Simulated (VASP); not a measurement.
# Ni (Fd-3m) in VASP: a series of runs

Runs on Ni. Level: PBE. Tasks: single point.

Everything below comes from runs of VASP 6.6.1. Logs are shortened: lines on timing, memory, paths and dates and some standing lists are left out, and cuts for length are marked.

## Step 1: The cell of the first run

Symmetry: Fd-3m, No. 227, cubic system. The conventional cell has a = 4.306 Å, b = 4.306 Å, c = 4.306 Å, α = 90.00°, β = 90.00°, γ = 90.00°. Within 2.5 Å of Ni (site symmetry -43m) lie 4 Ni at 1.86 Å.

This isn't the form of Ni at room conditions, which is fcc.

## Step 2: Single point, PBE, collinear spin, ferromagnetic start (9.98 Å³/atom)

Contents of INCAR:

```
  PREC = Accurate
  ENCUT = 520
  EDIFF = 1E-6
  ISMEAR = -1
  SIGMA = 0.1
  LREAL = F
  LASPH = T
  NELM = 150
  ALGO = Normal
  ISIF = 2
  LWAVE = F
  LCHARG = T
  ISPIN = 2
  MAGMOM = 1 1
  LORBIT = 11
  LMAXMIX = 4
  GGA = PE
  LELF = T
  LVHAR = T
  NBANDS = 21
```

Contents of KPOINTS:

```
Automatic mesh
0
Gamma
  14 14 14
```

Contents of POSCAR:

```
Ni
1.0
    0.0000000000      2.1529633205      2.1529633205
    2.1529633205      0.0000000000      2.1529633205
    2.1529633205      2.1529633205      0.0000000000
Ni
2
Direct
   -0.1250000000     -0.1250000000     -0.1250000000
    0.1250000000      0.1250000000      0.1250000000
```

Potentials or basis: VASP PAW PBE potentials, release 64 (Ni).

Command:

```
$ cat potpaw_PBE.64/Ni/POTCAR > POTCAR
$ mpirun -np 1 vasp_std > vasp.out
```

OUTCAR:

```text
PREC = Accurate
   ENCUT = 520
   EDIFF = 1E-6
   ISMEAR = -1
   LREAL = F
   LASPH = T
   NELM = 150
   ISIF = 2
   ISPIN = 2
   LORBIT = 11
   GGA = PE

 ion  position               nearest neighbor table
   1  0.875  0.875  0.875-   2 1.86   2 1.86   2 1.86   2 1.86
   2  0.125  0.125  0.125-   1 1.86   1 1.86   1 1.86   1 1.86

  LATTYP: Found a face centered cubic cell.
 ALAT       =     4.3059266410

  Lattice vectors:

 A1 = (   0.0000000000,   2.1529633205,   2.1529633205)
 A2 = (   2.1529633205,   0.0000000000,   2.1529633205)
 A3 = (   2.1529633205,   2.1529633205,   0.0000000000)

Analysis of symmetry for initial positions (statically):
=====================================================================
 Subroutine PRICEL returns:
 Original cell was already a primitive cell.

 Routine SETGRP: Setting up the symmetry group for a
 face centered cubic supercell.

 Subroutine GETGRP returns: Found 48 space group operations
 (whereof 12 operations were pure point group operations)
 out of a pool of 48 trial point group operations.

The static configuration has the point symmetry D_3d.
 The point group associated with its full space group is O_h .

Analysis of symmetry for dynamics (positions and initial velocities):
=====================================================================
 Subroutine PRICEL returns:
 Original cell was already a primitive cell.

 Routine SETGRP: Setting up the symmetry group for a
 face centered cubic supercell.

 Subroutine GETGRP returns: Found 48 space group operations
 (whereof 12 operations were pure point group operations)
 out of a pool of 48 trial point group operations.

The dynamic configuration has the point symmetry D_3d.
 The point group associated with its full space group is O_h .

Analysis of structural, dynamic, and magnetic symmetry:
=====================================================================
 Subroutine PRICEL returns:
 Original cell was already a primitive cell.

 Routine SETGRP: Setting up the symmetry group for a
 face centered cubic supercell.

 Subroutine GETGRP returns: Found 48 space group operations
 (whereof 12 operations were pure point group operations)
 out of a pool of 48 trial point group operations.

The overall configuration has the point symmetry D_3d.
 The point group associated with its full space group is O_h .

 Subroutine INISYM returns: Found 48 space group operations
 (whereof 12 operations are pure point group operations),
 and found     1 'primitive' translations

----------------------------------------------------------------------------------------

                                     Primitive cell

  volume of cell :      19.9591

  direct lattice vectors                    reciprocal lattice vectors
     0.000000000  2.152963321  2.152963321    -0.232238048  0.232238048  0.232238048
     2.152963321  0.000000000  2.152963321     0.232238048 -0.232238048  0.232238048
     2.152963321  2.152963321  0.000000000     0.232238048  0.232238048 -0.232238048

  length of vectors
     3.044749927  3.044749927  3.044749927     0.402248099  0.402248099  0.402248099

  position of ions in fractional coordinates (direct lattice)
     0.875000000  0.875000000  0.875000000
     0.125000000  0.125000000  0.125000000

  ion indices of the primitive-cell ions
   primitive index   ion index
                 1           1
                 2           2

----------------------------------------------------------------------------------------

 KPOINTS: Automatic mesh

Automatic generation of k-mesh.
 Grid dimensions read from file:
 generate k-points for:   14   14   14

 Generating k-lattice:

  Cartesian coordinates                     Fractional coordinates (reciprocal lattice)
    -0.016588432  0.016588432  0.016588432     0.071428571  0.000000000  0.000000000
     0.016588432 -0.016588432  0.016588432     0.000000000  0.071428571  0.000000000
     0.016588432  0.016588432 -0.016588432     0.000000000  0.000000000  0.071428571

  Length of vectors
     0.028732007  0.028732007  0.028732007

  Shift w.r.t. Gamma in fractional coordinates (k-lattice)
     0.000000000  0.000000000  0.000000000

 Subroutine IBZKPT returns following result:
 ===========================================

 Found    104 irreducible k-points:

 Following reciprocal coordinates:
            Coordinates               Weight
  0.000000  0.000000  0.000000      1.000000
  0.071429  0.000000  0.000000      8.000000
  0.142857  0.000000  0.000000      8.000000
  0.214286  0.000000  0.000000      8.000000
  0.285714  0.000000  0.000000      8.000000
  0.357143  0.000000  0.000000      8.000000
[... 16 lines left out ...]
  0.214286  0.142857  0.000000     24.000000
  0.285714  0.142857  0.000000     24.000000
 [... further k-points ...]
   k-points           NKPTS =    104   k-points in BZ     NKDIM =    104   number of bands    NBANDS=     21
   number of dos      NEDOS =    301   number of ions     NIONS =      2
   total plane-waves  NPLWV =  13824
   dimension x,y,z NGX =    24 NGY =   24 NGZ =   24
   dimension x,y,z NGXF=    48 NGYF=   48 NGZF=   48
   ions per type =               2
   NGX,Y,Z   is equivalent  to a cutoff of  13.10, 13.10, 13.10 a.u.
   NGXF,Y,Z  is equivalent  to a cutoff of  26.21, 26.21, 26.21 a.u.
 SYSTEM =  unknown system
   PREC   = accura    normal or accurate (medium, high low for compatibility)
   ISTART =      0    job   : 0-new  1-cont  2-samecut
   ICHARG =      2    charge: 1-file 2-atom 10-const
   ISPIN  =      2    spin polarized calculation?
   LNONCOLLINEAR =      F non collinear calculations
   LSORBIT =      F    spin-orbit coupling
   LASPH  =      T    aspherical Exc in radial PAW
   ENCUT  =  520.0 eV  38.22 Ry    6.18 a.u.   5.66  5.66  5.66*2*pi/ulx,y,z
   NELM   =    150;   NELMIN=  2; NELMDL= -5     # of ELM steps
   EDIFF  = 0.1E-05   stopping-criterion for ELM
   LREAL  =      F    real-space projection
   EDIFFG = 0.1E-04   stopping-criterion for IOM
   NSW    =      0    number of steps for IOM
   IBRION =     -1    ionic relax: 0-MD 1-quasi-New 2-CG
   NFREE  =      0    steps in history (QN), initial steepest desc. (CG)
   ISIF   =      2    stress and relaxation
   ISYM   =      2    0-nonsym 1-usesym 2-fastsym
   POTIM  = 0.5000    time-step for ionic-motion
   TEBEG  =    0.0;   TEEND  =   0.0 temperature during run
   PSTRESS=    0.0 pullay stress
   NELECT =      20.0000    total number of electrons
   NUPDOWN=      -1.0000    fix difference up-down
   EMIN   =  10.00;   EMAX   =-10.00  energy-range for DOS
   EFERMI =   0.00;   METHOD = LEGACY
   ISMEAR =    -1;   SIGMA  =   0.10  broadening in eV -4-tet -1-fermi 0-gaus
   EFERMI_NEDOS =   21; number of points for ismear=-14 and -15
   IALGO  =     38    algorithm
   IMIX   =      4    mixing-type and parameters
     AMIX     =   0.40;   BMIX     =  1.00
     AMIX_MAG =   1.60;   BMIX_MAG =  1.00
  volume/ion in A,a.u.               =       9.98        67.35
  Fermi-wavevector in a.u.,A,eV,Ry     =   1.638217  3.095782 36.514720  2.683756
  Thomas-Fermi vector in A             =   2.729227
   LORBIT       =     11    0 simple, 1 ext, 2 COOP (PROOUT), +10 PAW based schemes
   GGA     = PE    functional components
   LHFCALC =     F    Hartree Fock is set to
   AEXX    =    0.0000 exact exchange contribution
   IVDW    =     0    specifies the selected vdW correction
   LEPSILON=     F    determine dielectric tensor
   LRPA    =     F    only Hartree local field effects (RPA)
 spin polarized calculation
  energy-cutoff  :      520.00
  volume of cell :       19.96
 maximum number of plane-waves:       548
   NGX = 11   NGY = 11   NGZ = 11

 number of electron      19.9999985 magnetization       1.4080438

 Free energy of the ion-electron system (eV)
  ---------------------------------------------------
  ext. energy  EPLUGINS =         0.00000000
  ---------------------------------------------------
  free energy    TOTEN  =        -4.84889969 eV

  energy without entropy =       -4.77530698  energy(sigma->0) =       -4.81210334

 E-fermi :  11.2303     XC(G=0): -13.4686

 val. band max:       11.2231672592   @ k =   0.5000   0.1429   0.0000
 cond. band min:      11.2319990025   @ k =  -0.2857   0.0714   0.0000
 fundamental gap:      0.0088317433
 Fermi energy:        11.2302513563

 spin component 1

 k-point     1 :       0.0000    0.0000    0.0000
  band No.  band energies     occupation
      1       1.5305      1.00000
      2       5.6323      1.00000
      3       5.6323      1.00000
      4       6.1154      1.00000
      5       6.1154      1.00000
      6       6.1154      1.00000
[... 13 lines left out ...]
     20      33.4664      0.00000
     21      33.4664      0.00000
[... 529 lines left out ...]
 k-point    24 :       0.2857    0.1429    0.0000
  band No.  band energies     occupation
      1       3.3669      1.00000
      2       4.9229      1.00000
      3       5.9537      1.00000
      4       6.2322      1.00000
      5       6.3129      1.00000
      6       7.0355      1.00000
[... 13 lines left out ...]
     20      36.1578      0.00000
     21      38.0248      0.00000

 [... further k-points ...]

 spin component 2

 k-point     1 :       0.0000    0.0000    0.0000
  band No.  band energies     occupation
      1       1.5711      1.00000
      2       6.2905      1.00000
      3       6.2905      1.00000
      4       6.7621      1.00000
      5       6.7621      1.00000
      6       6.7621      1.00000
[... 13 lines left out ...]
     20      33.5832      0.00000
     21      33.5832      0.00000
[... 529 lines left out ...]
 k-point    24 :       0.2857    0.1429    0.0000
  band No.  band energies     occupation
      1       3.4284      1.00000
      2       5.5266      1.00000
      3       6.6152      1.00000
      4       6.8899      1.00000
      5       6.9941      1.00000
      6       7.7094      1.00000
[... 13 lines left out ...]
     20      36.3147      0.00000
     21      38.1332      0.00000

 [... further k-points ...]
[... 5 lines left out ...]
  --------------------------------------------------------------------------------------
  -------------------------------------------------------------------------------------
  Total       17.9496140     17.9496140     17.9496140     -0.0000000      0.0000000     -0.0000000
  in kB     1440.8733432   1440.8733432   1440.8733432     -0.0000000      0.0000000     -0.0000000
  external PRESSURE =    1440.8733432 kB  Pullay stress =       0.0000000 kB

 VOLUME and BASIS-vectors are now :
 -----------------------------------------------------------------------------
  energy-cutoff  :      520.00
  volume of cell :       19.96
      direct lattice vectors                 reciprocal lattice vectors
     0.000000000  2.152963321  2.152963321    -0.232238048  0.232238048  0.232238048
     2.152963321  0.000000000  2.152963321     0.232238048 -0.232238048  0.232238048
     2.152963321  2.152963321  0.000000000     0.232238048  0.232238048 -0.232238048

 POSITION                                       TOTAL-FORCE (eV/Angst)
 -----------------------------------------------------------------------------------
      3.76769      3.76769      3.76769         0.000000      0.000000      0.000000
      0.53824      0.53824      0.53824        -0.000000     -0.000000     -0.000000
 -----------------------------------------------------------------------------------
    total drift:                                0.000000      0.000000      0.000000

  FREE ENERGIE OF THE ION-ELECTRON SYSTEM (eV)
  ---------------------------------------------------
  free  energy   TOTEN  =        -4.8488996916 eV

  energy  without entropy=       -4.7753069803  energy(sigma->0) =       -4.81210334

 total charge

# of ion       s       p       d       tot
------------------------------------------
    1        0.743   0.744   8.694  10.180
    2        0.743   0.744   8.694  10.180
--------------------------------------------------
tot          1.485   1.487  17.388  20.360

 magnetization (x)

# of ion       s       p       d       tot
------------------------------------------
    1       -0.014  -0.009   0.696   0.672
    2       -0.014  -0.009   0.696   0.672
--------------------------------------------------
tot         -0.028  -0.019   1.391   1.345
```

Wall time 28 s (1 thread of Intel Xeon 6975P-C (Granite Rapids), shared host); peak memory 0.18 GiB.

What came out:

```
Free energy  : -4.8489 eV
Pressure     : 144.1 GPa
Net moment   : 1.41 μB per cell
Site moments : Ni +0.67 μB
```

Caveat: the cell stands under pressure.

## Step 3: Single point, PBE, collinear spin, ferromagnetic start (9.98 Å³/atom)

Contents of INCAR:

```
SYSTEM = Ni
PREC     = Accurate       ! precision mode
ENCUT    = 520            ! plane-wave cutoff, eV
EDIFF    = 1E-6           ! SCF threshold, eV
ISMEAR   = -1             ! smearing method
SIGMA    = 0.1            ! smearing width, eV
LREAL    = .FALSE.        ! projectors in reciprocal space
LASPH    = .TRUE.         ! aspherical terms in the spheres
NELM     = 150            ! most SCF steps
ALGO     = Normal         ! electronic algorithm
ISIF     = 2              ! what is computed and relaxed
LWAVE    = .FALSE.        ! write WAVECAR
LCHARG   = .FALSE.        ! write CHGCAR
ISPIN    = 2              ! spin polarisation
MAGMOM   = 1 1            ! initial moments
LORBIT   = 11             ! projections on sites
LMAXMIX  = 4              ! l up to which the mixer works
GGA      = PE             ! functional
NBANDS   = 21             ! bands
```

Contents of KPOINTS:

```
Automatic mesh
0
G
  14 14 14
  0 0 0
```

POSCAR is that of step 2.

Potentials or basis: VASP PAW PBE potentials, release 64 (Ni).

Command:

```
$ cat potpaw_PBE.64/Ni/POTCAR > POTCAR
$ mpirun -np 1 vasp_std > vasp.out
```

It took 27 s on 1 thread of Intel Xeon 6975P-C (Granite Rapids), shared host; peak memory 0.19 GiB.

Results (log left out):

| Quantity | Value |
| --- | --- |
| Free energy | -4.8489 eV |
| Pressure | 144.1 GPa |
| Net moment | 1.41 μB per cell |
| Site moments | Ni +0.67 μB |

Levels at points of the mesh, in eV from the Fermi level:
Spin up:
```tsv
k point	band 9	band 10	band 11	band 12	band 13	band 14
(0.00, 0.00, 0.00)	-2.56	-0.51	-0.51	16.82	16.82	16.82
(0.50, 0.00, 0.00)	-1.82	-0.85	-0.85	1.48	12.63	12.63
(0.50, 0.50, 0.00)	-0.61	-0.61	1.84	1.84	5.68	5.68
```
Spin down:
| k point | band 5 | band 6 | band 7 | band 8 | band 9 | band 10 | band 11 | band 12 | band 13 | band 14 |
| --- | --- | --- | --- | --- | --- | --- | --- | --- | --- | --- |
| (0.00, 0.00, 0.00) | -4.47 | -4.47 | -1.85 | -1.85 | -1.85 | 0.36 | 0.36 | 16.96 | 16.96 | 16.96 |
| (0.50, 0.00, 0.00) | -4.51 | -4.51 | -2.60 | -1.04 | -1.04 | -0.02 | -0.02 | 2.09 | 12.81 | 12.81 |
| (0.50, 0.50, 0.00) | -2.83 | -2.83 | -2.27 | -2.27 | 0.23 | 0.23 | 2.34 | 2.34 | 5.73 | 5.73 |

Caveat: the cell stands under pressure.

## Step 4: Single point, PBE, collinear spin, ferromagnetic start (11.64 Å³/atom)

This run uses another cell than the first one, of 11.64 Å³/atom.

Contents of INCAR:

```
SYSTEM = Ni
PREC = Accurate ; ENCUT = 520
EDIFF = 1E-7 ; ISMEAR = -1
SIGMA = 0.1 ; LREAL = .FALSE.
LASPH = .TRUE. ; NELM = 150
ALGO = Normal ; ISIF = 2
LWAVE = .FALSE. ; LCHARG = .FALSE.
ISPIN = 2 ; MAGMOM = 1 1
LORBIT = 11 ; LMAXMIX = 4
GGA = PE ; NBANDS = 21
```

Contents of KPOINTS:

```
regular mesh
0
G
  14 14 14
  0 0 0
```

Contents of POSCAR:

```
Ni
1.0
    0.0000000000      2.2664817555      2.2664817555
    2.2664817555      0.0000000000      2.2664817555
    2.2664817555      2.2664817555      0.0000000000
Ni
2
Direct
   -0.1250000000     -0.1250000000     -0.1250000000
    0.1250000000      0.1250000000      0.1250000000
```

Command:

```
$ cat potpaw_PBE.64/Ni/POTCAR > POTCAR
$ mpirun -np 1 vasp_std > vasp.out
```

Run time: 31 s. Hardware: 1 thread of Intel Xeon 6975P-C (Granite Rapids), shared host; peak memory 0.19 GiB.

It converged, with:

```
Free energy                                           : -7.0069 eV
Pressure                                              : 71.6 GPa
Net moment                                            : 1.50 μB per cell
Site moments                                          : Ni +0.73 μB
Valence electrons inside the program's atomic spheres : Ni 9.81
```

Levels at points of the mesh, in eV from the Fermi level:
Spin up:
| k point | band 7 | band 8 | band 9 | band 10 | band 11 | band 12 | band 13 | band 14 | band 15 | band 16 |
| --- | --- | --- | --- | --- | --- | --- | --- | --- | --- | --- |
| (0.00, 0.00, 0.00) | -2.24 | -2.24 | -2.24 | -0.63 | -0.63 | 15.17 | 15.17 | 15.17 | 15.34 | 15.34 |
| (0.50, 0.00, 0.00) | -2.39 | -1.67 | -1.67 | -0.88 | -0.88 | 1.04 | 11.11 | 11.11 | 13.71 | 15.23 |
| (0.50, 0.50, 0.00) | -2.61 | -2.61 | -0.67 | -0.67 | 1.50 | 1.50 | 5.22 | 5.22 | 11.68 | 11.68 |
Spin down:
```csv
k point,band 7,band 8,band 9,band 10,band 11,band 12
"(0.00, 0.00, 0.00)",-1.47,-1.47,-1.47,0.28,0.28,15.34
"(0.50, 0.00, 0.00)",-2.24,-0.85,-0.85,0.00,0.00,1.70
"(0.50, 0.50, 0.00)",-1.81,-1.81,0.21,0.21,2.02,2.02
```

Caveat: the cell stands under pressure.
